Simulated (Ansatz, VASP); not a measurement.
# CdTe in VASP and in Ansatz

The input INCAR:

```
SYSTEM = CdTe
PREC = Accurate
ENCUT = 520
EDIFF = 1E-7
ISMEAR = 0
SIGMA = 0.05
LREAL = .False.
LASPH = .True.
NELM = 60
ALGO = Normal
ISIF = 2
LWAVE = .False.
LCHARG = .False.
GGA = PE
NBANDS = 16
```

KPOINTS

```
Automatic mesh
0
Gamma
  10 10 10
  0 0 0
```

Contents of POSCAR:

```
CdTe
1.0
    0.0000000000      3.3086866831      3.4079472836
    3.3086866831      0.0000000000      3.4079472836
    3.3086866831      3.3086866831      0.0000000000
Cd Te
1 1
Direct
    0.0000000000      0.0000000000      0.0000000000
    0.7500000000      0.7500000000      0.7500000000
```

Input for Ansatz:

```yaml
crystal:
  lattice:
    - [0.0, 3.3086866831, 3.4079472836]
    - [3.3086866831, 0.0, 3.4079472836]
    - [3.3086866831, 3.3086866831, 0.0]
  atoms:
    - { symbol: Cd, position: [0.0, 0.0, 0.0] }
    - { symbol: Te, position: [0.75, 0.75, 0.75] }
basis:
  ecutwfc: 420
kpoints:
  mp_grid: { grid: [10, 10, 10] }
hamiltonian:
  xc: pbe
scf:
  occupations: { method: gaussian, width: 0.05 }
output:
  forces: true
  stress: true
  eigenvalues: true
```

Change from the starting cell: strain +0.000 along x and y, +0.030 along z, atoms carried along.

Alike in both runs: task single point; functional PBE; k mesh 10 × 10 × 10; occupations gaussian, width 0.05 eV; no spin polarisation.

|  | VASP | Ansatz |
| --- | --- | --- |
| version | VASP 6.6.1 | Ansatz 0.2.0 |
| potentials or method | VASP PAW PBE potentials, release 64 (Cd, Te), cutoff 520 eV | scalar-relativistic, plane waves, PAW |
| valence electrons in the cell | 18 | 36 |

Ansatz gave:

- gap on the k mesh at the Fermi level (eV): 0.47
- least direct gap on the mesh (eV): 0.47
- pressure (GPa): -1.0
- traceless stress, the component that is largest in VASP (GPa): -0.35

Q: Estimate VASP's values.

A: gap on the k mesh at the Fermi level (eV): 0.46; least direct gap on the mesh (eV): 0.46; pressure (GPa): -0.9; traceless stress, the component that is largest in VASP (GPa): -0.35.

With one functional, cell and mesh, what is left measures potentials, basis and numerics. VASP's potentials hold 18 valence electrons a cell and Ansatz's 36, so a difference there can come from the potentials and not from the codes.

Spin-orbit coupling is off throughout.
